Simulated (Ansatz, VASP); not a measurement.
# Two plane-wave programs on Cd12F

```
CELL_PARAMETERS angstrom
5.96000 0.00000 0.00000
-4.47000 7.74227 0.00000
0.00000 0.00000 5.62028
ATOMIC_POSITIONS crystal
Cd 0.98132 0.98967 0.00805
Cd 0.12604 0.19132 0.55458
Cd 0.00017 0.33391 0.03042
Cd 0.17200 0.54834 0.48509
Cd 0.00640 0.67210 0.01309
Cd 0.18086 0.89678 0.45312
Cd 0.49509 0.99695 0.97136
Cd 0.68656 0.21528 0.54951
Cd 0.49810 0.33509 0.93525
Cd 0.72432 0.59403 0.56317
Cd 0.48527 0.66928 0.96241
Cd 0.65309 0.87714 0.48683
F 0.50010 0.35026 0.32982
```

Alike in both runs: functional LDA; k mesh 2 × 2 × 2; occupations fermi-dirac, width 0.05 eV; no spin polarisation.

Ansatz relaxed the structure, and its values are those at the end. VASP's run is a single point on that final structure, the one shown.

|  | VASP | Ansatz |
| --- | --- | --- |
| version | VASP 6.6.1 | Ansatz 0.2.0 |
| potentials or method | VASP PAW LDA potentials, release 64 (Cd, F), cutoff 520 eV | scalar-relativistic, plane waves, PAW |
| valence electrons in the cell | 151 | 247 |

|  | VASP | Ansatz | Ansatz less VASP |
| --- | --- | --- | --- |
| rms of the force components (eV/Å) | 0.015 | 0.012 | -0.0027 |

LDA's correlation is that of Perdew and Zunger in VASP and of Perdew and Wang (1992) in Ansatz. VASP's potentials hold 151 valence electrons a cell and Ansatz's 247, so a difference there can come from the potentials and not from the codes.

The k mesh is coarse, so the values compare programs but aren't converged.
